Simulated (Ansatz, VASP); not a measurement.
**Two plane-wave programs on BaNaBr3**

File INCAR:

```
  PREC = Accurate
  ENCUT = 520
  EDIFF = 1E-7
  ISMEAR = -1
  SIGMA = 0.02
  LREAL = F
  LASPH = T
  NELM = 100
  ALGO = Normal
  ISIF = 2
  LWAVE = F
  LCHARG = T
  GGA = PE
  LELF = T
  LVHAR = T
  NBANDS = 27
```

File KPOINTS:

```
Automatic mesh
0
Gamma
  4 4 4
```

Contents of POSCAR:

```
BaNaBr3
1.0
    6.4483889386      0.0000000000      0.0000000000
    0.0000000000      6.4483889386      0.0000000000
    0.0000000000      0.0000000000      6.2270021749
Na Ba Br
1 1 3
Direct
    0.0000000000      0.0000000000      0.0000000000
    0.5000000000      0.5000000000      0.5000000000
    0.5000000000      0.5000000000      0.0000000000
    0.5000000000      0.0000000000      0.5000000000
    0.0000000000      0.5000000000      0.5000000000
```

Input for Ansatz:

```yaml
crystal:
  lattice:
    - [6.4483889386, 0.0, 0.0]
    - [0.0, 6.4483889386, 0.0]
    - [0.0, 0.0, 6.2270021749]
  atoms:
    - { symbol: Na, position: [0.0, 0.0, 0.0] }
    - { symbol: Ba, position: [0.5, 0.5, 0.5] }
    - { symbol: Br, position: [0.5, 0.5, 0.0] }
    - { symbol: Br, position: [0.5, 0.0, 0.5] }
    - { symbol: Br, position: [0.0, 0.5, 0.5] }
kpoints:
  mp_grid: { grid: [4, 4, 4] }
  band_path:
    path: [[0.0, 0.0, 0.0], [0.0, 0.5, 0.0], [0.5, 0.5, 0.0], [0.5, 0.5, 0.5]]
    npoints: 1
hamiltonian:
  xc: pbe
scf:
  occupations: { method: fermi_dirac, width: 0.02 }
  n_extra_bands: 5
output:
  forces: true
  stress: true
  eigenvalues: true
```

Change from the starting cell: epitaxial_xy strain +3.0%.

Alike in both runs: task single point; functional PBE; k mesh 4 × 4 × 4; occupations fermi-dirac, width 0.02 eV; no spin polarisation.

|  | VASP | Ansatz |
| --- | --- | --- |
| version | VASP 6.6.1 | Ansatz 0.2.0 |
| potentials or method | VASP PAW PBE potentials, release 64 (Na_pv, Ba_sv, Br) | plane waves, PAW |
| plane-wave cutoff (eV) | 520 | 420 |
| valence electrons in the cell | 38 | 40 |

```tsv
	VASP	Ansatz	Ansatz less VASP
gap on the k mesh at the Fermi level (eV)	2.82	2.82	+0.005
pressure (GPa)	-0.4	-0.5	-0.19
traceless stress, the component that is largest in VASP (GPa)	0.71	0.65	-0.054
```

VASP's potentials hold 38 valence electrons a cell and Ansatz's 40, so a difference there can come from the potentials and not from the codes.

Neither program's run includes spin-orbit coupling.
